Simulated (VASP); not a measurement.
Write the native input for VASP 6.6.1 that does the following.

- Task: single point
- Functional: LDA
- Potentials or basis: VASP PAW LDA potentials, release 64 (Mn_sv, O)
- Cutoff: 700 eV
- k mesh: 9 × 9 × 9
- Occupations: gaussian, width 0.1 eV
- Spin: collinear spin, antiferromagnetic start
- Starting moments: [4.41, -4.41, 0.0, 0.0] μB
- Dipole correction: no
- Further INCAR settings: ALGO = Normal; EDIFF = 1e-06; NBANDS = 33

The structure of MnO lies in POSCAR:

```
MnO
1.0
   -1.9967080108     -1.9967080108      4.1952031849
   -4.1952031849     -1.9967080108      1.9967080108
   -1.9967080108     -4.1952031849      1.9967080108
Mn O
2 2
Direct
    0.0000000000      0.0000000000      0.0000000000
    0.5000000000      0.5000000000      0.5000000000
    1.2500000000     -0.7500000000     -0.7500000000
    1.7500000000     -0.2500000000     -0.2500000000
```

The input as run:

INCAR

```
PREC = Accurate
ENCUT = 700
EDIFF = 1E-6
ISMEAR = 0
SIGMA = 0.1
LREAL = F
LASPH = T
NELM = 200
ALGO = Normal
ISIF = 2
LWAVE = F
LCHARG = F
ISPIN = 2
MAGMOM = 4.41 -4.41 0 0
LORBIT = 11
LMAXMIX = 4
GGA = CA
NBANDS = 33
GGA_COMPAT = F
```

KPOINTS

```
Automatic mesh
0
Gamma
  9 9 9
```

Potentials or basis: VASP PAW LDA potentials, release 64 (Mn_sv, O).

Launch:

```console
$ cat potpaw_LDA.64/Mn_sv/POTCAR potpaw_LDA.64/O/POTCAR > POTCAR
$ mpirun -np 1 vasp_std > vasp.out
```

Results of the run:

```json
{
 "Pressure": "-1.2 GPa",
 "Band gap on the k mesh": "0.52 eV",
 "Net moment": "0.00 μB per cell",
 "Site moments": "Mn +3.97, -3.97; O +0.00 μB",
 "Valence electrons inside the program's atomic spheres": "Mn 12.87; O 4.98"
}
```

Wall time 11 min on 1 thread of Intel(R) Xeon(R) Platinum 8259CL CPU @ 2.50GHz (Skylake/Cascade Lake) (shared host), peak memory 0.42 GiB.
